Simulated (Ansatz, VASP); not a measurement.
TiC53: VASP beside Ansatz

```
Ti C
1.0
     0.00000    5.35011    5.35011
     5.35011    0.00000    5.35011
     5.35011    5.35011    0.00000
Ti C
1 53
Direct
  0.00000 0.00000 0.00000
  0.00119 0.00119 0.33612
  0.00119 0.00119 0.66151
  0.00119 0.33612 0.00119
  0.99918 0.33361 0.33361
  0.00119 0.33612 0.66151
  0.00119 0.66151 0.00119
  0.00119 0.66151 0.33612
  0.00037 0.66654 0.66654
  0.33612 0.00119 0.00119
  0.33361 0.99918 0.33361
  0.33612 0.00119 0.66151
  0.33361 0.33361 0.99918
  0.33361 0.33361 0.33361
  0.33357 0.33357 0.66643
  0.33612 0.66151 0.00119
  0.33357 0.66643 0.33357
  0.33357 0.66643 0.66643
  0.66151 0.00119 0.00119
  0.66151 0.00119 0.33612
  0.66654 0.00037 0.66654
  0.66151 0.33612 0.00119
  0.66643 0.33357 0.33357
  0.66643 0.33357 0.66643
  0.66654 0.66654 0.00037
  0.66643 0.66643 0.33357
  0.66654 0.66654 0.66654
  0.09836 0.09836 0.09836
  0.08219 0.08219 0.41781
  0.09836 0.09836 0.70492
  0.08219 0.41781 0.08219
  0.08219 0.41781 0.41781
  0.08423 0.41647 0.74965
  0.09836 0.70492 0.09836
  0.08423 0.74965 0.41647
  0.08423 0.74965 0.74965
  0.41781 0.08219 0.08219
  0.41781 0.08219 0.41781
  0.41647 0.08423 0.74965
  0.41781 0.41781 0.08219
  0.41674 0.41674 0.41674
  0.41674 0.41674 0.74978
  0.41647 0.74965 0.08423
  0.41674 0.74978 0.41674
  0.41647 0.74965 0.74965
  0.70492 0.09836 0.09836
  0.74965 0.08423 0.41647
  0.74965 0.08423 0.74965
  0.74965 0.41647 0.08423
  0.74978 0.41674 0.41674
  0.74965 0.41647 0.74965
  0.74965 0.74965 0.08423
  0.74965 0.74965 0.41647
  0.75000 0.75000 0.75000
```

Alike in both runs: functional PBE; k mesh 3 × 3 × 3; occupations fermi-dirac, width 0.01 eV; no spin polarisation.

Ansatz relaxed the structure, and its values are those at the end. VASP's run is a single point on that final structure, the one shown.

|  | VASP | Ansatz |
| --- | --- | --- |
| version | VASP 6.6.1 | Ansatz 0.2.0 |
| potentials or method | VASP PAW PBE potentials, release 64 (Ti_sv, C) | plane-wave PAW, scalar-relativistic |
| plane-wave cutoff (eV) | 520 | 420 |
| valence electrons in the cell | 224 | 224 |

|  | VASP | Ansatz | Ansatz less VASP |
| --- | --- | --- | --- |
| gap on the k mesh at the Fermi level (eV) | 2.36 | 2.32 | -0.038 |
| pressure (GPa) | 20.2 | 19.6 | -0.59 |
| rms of the force components (eV/Å) | 0.020 | 0.001 | -0.0191 |

Ansatz's warnings: stress scf threshold loose.
